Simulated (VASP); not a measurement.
Ti6H: single point with PBE

Ti6H, a slab with vacuum:

```xyz
7
Lattice="2.9382 0.0000 0.0000 0.0000 4.6505 0.0000 0.0000 0.0000 21.2842" Properties=species:S:1:pos:R:3 pbc="T T T"
Ti    0.0000    3.4878    4.0000
Ti    1.4691    1.1626    4.8482
Ti    1.4691    3.4878    6.5445
Ti    0.0000    1.1626    7.3671
Ti    0.8653    3.0872    9.1630
Ti    2.3348    0.8917    9.9590
H     3.9176    1.9377   10.7653
```

```
Program             : VASP 6.6.1
Task                : single point
Functional          : PBE
Potentials or basis : VASP PAW PBE potentials, release 64 (Ti_sv, H)
Cutoff              : 520 eV
k mesh              : 9 × 6 × 1
Occupations         : gaussian, width 0.1 eV
Spin                : no spin polarisation
```

| Quantity | Value |
| --- | --- |
| Largest force | 0.632 eV/Å |
| Band gap on the k mesh | zero (an odd number of electrons rules out a gap without spin polarisation) |

Forces on the atoms (eV/Å):
```
Ti  -0.012  0.001  0.377
Ti  -0.019 -0.073  0.145
Ti   0.253 -0.006 -0.579
Ti   0.212  0.054  0.072
Ti  -0.008 -0.011  0.011
Ti   0.020 -0.004 -0.018
H   -0.446  0.040 -0.008
```

Levels at points of the mesh, in eV from the Fermi level:
```
           k point  band 32  band 33  band 34  band 35  band 36  band 37  band 38  band 39  band 40  band 41
(0.00, 0.00, 0.00)    -1.24    -0.58    -0.37    -0.17     0.01     0.29     0.59     0.72     0.82     0.85
(0.00, 0.50, 0.00)    -0.70    -0.56    -0.36    -0.25    -0.10     0.18     0.26     0.38     0.48     0.71
```

Run time: 20 min on 1 thread of Intel(R) Xeon(R) Platinum 8259CL CPU @ 2.50GHz (Skylake/Cascade Lake), on a shared host, peak memory 0.52 GiB.
